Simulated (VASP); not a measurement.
Write the native input for VASP 6.6.1 that does the following.

```
Task                   : single point
Functional             : PBE
Potentials or basis    : VASP PAW PBE potentials, release 64 (W_sv, F)
Cutoff                 : 520 eV
k mesh                 : 6 × 6 × 8
Occupations            : gaussian, width 0.02 eV
Spin                   : collinear spin, ferromagnetic start
Starting moments       : [1.17, 1.17, 0.0, 0.0, 0.0, 0.0] μB
Hubbard terms          : W d U = 6.2 eV
Dipole correction      : no
Further INCAR settings : ALGO = Normal; EDIFF = 1e-07; NBANDS = 41
```

The structure of WF2 lies in POSCAR:

```
WF2
1.0
    4.9226722698      0.0000000000      0.0000000000
    0.0000000000      4.9226722698      0.0000000000
    0.0000000000      0.0000000000      4.1412370965
W F
2 4
Direct
    0.0000000000      0.0000000000      0.0000000000
    0.5000000000      0.5000000000      0.5000000000
    0.3097010678      0.3097010678      0.0000000000
    0.6902989322      0.6902989322      0.0000000000
    0.8097010678      0.1902989322      0.5000000000
    0.1902989322      0.8097010678      0.5000000000
```

One way to write it, as run:

INCAR

```
PREC = Accurate
ENCUT = 520
EDIFF = 1E-7
ISMEAR = 0
SIGMA = 0.02
LREAL = F
LASPH = T
NELM = 150
ALGO = Normal
ISIF = 2
LWAVE = F
LCHARG = F
ISPIN = 2
MAGMOM = 1.17 1.17 0 0 0 0
LORBIT = 11
LMAXMIX = 4
LDAU = T
LDAUTYPE = 2
LDAUL = 2 -1
LDAUU = 6.2 0
LDAUJ = 0 0
LDAUPRINT = 1
GGA = PE
NBANDS = 41
```

KPOINTS

```
Automatic mesh
0
Gamma
  6 6 8
```

Potentials or basis: VASP PAW PBE potentials, release 64 (W_sv, F).

The run is started by

```console
$ cat potpaw_PBE.64/W_sv/POTCAR potpaw_PBE.64/F/POTCAR > POTCAR
$ mpirun -np 1 vasp_std > vasp.out
```

It gave:

| Property | Result |
| --- | --- |
| Pressure | -1.0 GPa |
| Largest force | 0.257 eV/Å |
| Band gap on the k mesh | zero (filled and empty bands overlap) |
| Net moment | 8.00 μB per cell |
| Site moments | W +3.29; F +0.04 μB |
| Valence electrons inside the program's atomic spheres | W 11.69; F 6.08 |

Caveat: spin-orbit coupling is left out, which moves the levels of the heavy elements.

Run time: 3.7 min on 1 thread of Intel(R) Xeon(R) 6975P-C (Granite Rapids) (shared host), peak memory 0.44 GiB.
